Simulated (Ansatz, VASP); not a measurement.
## ScPb3Cl6 in VASP and in Ansatz

Contents of INCAR:

```
PREC = Accurate ; ENCUT = 520
EDIFF = 1E-7 ; ISMEAR = -1
SIGMA = 0.1312 ; LREAL = False
LASPH = True ; NELM = 60
ALGO = Normal ; ISIF = 2
LWAVE = False ; LCHARG = False
GGA = PE ; NBANDS = 58
```

The input KPOINTS:

```
regular mesh
0
Gamma
  3 3 3
```

POSCAR

```
ScPb3Cl6
1.0
    0.0000000000      5.3279650000      5.3279650000
    5.3279650000      0.0000000000      5.3279650000
    5.3279650000      5.3279650000      0.0000000000
Pb Cl Sc
3 6 1
Direct
    0.2500000000      0.2500000000      0.2500000000
    0.7500000000      0.7500000000      0.7500000000
    0.5000000000      0.5000000000      0.5000000000
    0.2380000000      0.7620000000      0.7620000000
    0.7620000000      0.2380000000      0.7620000000
    0.7620000000      0.2380000000      0.2380000000
    0.2380000000      0.7620000000      0.2380000000
    0.7620000000      0.7620000000      0.2380000000
    0.2380000000      0.2380000000      0.7620000000
    0.0000000000      0.0000000000      0.0000000000
```

Input for Ansatz:

```yaml
crystal:
  lattice:
    - [0.0, 5.327965, 5.327965]
    - [5.327965, 0.0, 5.327965]
    - [5.327965, 5.327965, 0.0]
  atoms:
    - { symbol: Pb, position: [0.25, 0.25, 0.25] }
    - { symbol: Pb, position: [0.75, 0.75, 0.75] }
    - { symbol: Pb, position: [0.5, 0.5, 0.5] }
    - { symbol: Cl, position: [0.238, 0.762, 0.762] }
    - { symbol: Cl, position: [0.762, 0.238, 0.762] }
    - { symbol: Cl, position: [0.762, 0.238, 0.238] }
    - { symbol: Cl, position: [0.238, 0.762, 0.238] }
    - { symbol: Cl, position: [0.762, 0.762, 0.238] }
    - { symbol: Cl, position: [0.238, 0.238, 0.762] }
    - { symbol: Sc, position: [0.0, 0.0, 0.0] }
  symmetry: { tolerance: 0.0003 }
kpoints:
  mp_grid: { grid: [3, 3, 3], shift: [0, 0, 0] }
magnetization:
  spin_polarized: false
scf:
  occupations: { method: fermi_dirac, width: 0.1312 }
hamiltonian:
  pseudopotentials: { kind: paw }
  xc: pbe
basis:
  ecutwfc: 420
output:
  forces: true
  stress: true
  eigenvalues: true
```

Alike in both runs: task single point; functional PBE; k mesh 3 × 3 × 3; occupations fermi-dirac, width 0.1312 eV; no spin polarisation.

```csv
,VASP,Ansatz
version,VASP 6.6.1,Ansatz 0.2.0
potentials or method,"VASP PAW PBE potentials, release 64 (Pb_d, Cl, Sc_sv), cutoff 520 eV",PAW plane waves
valence electrons in the cell,95,95
```

Ansatz gave:

* gap on the k mesh at the Fermi level (eV): none
* pressure (GPa): 0.7
* rms of the force components (eV/Å): 0.228

What did VASP give for the same quantities?

gap on the k mesh at the Fermi level (eV): none; pressure (GPa): 0.7; rms of the force components (eV/Å): 0.221.

Atom by atom the forces differ by 0.007 eV/Å (rms over components). A gap of «none» marks a metal or a gap that the smearing closes.

Neither program's run includes spin-orbit coupling.
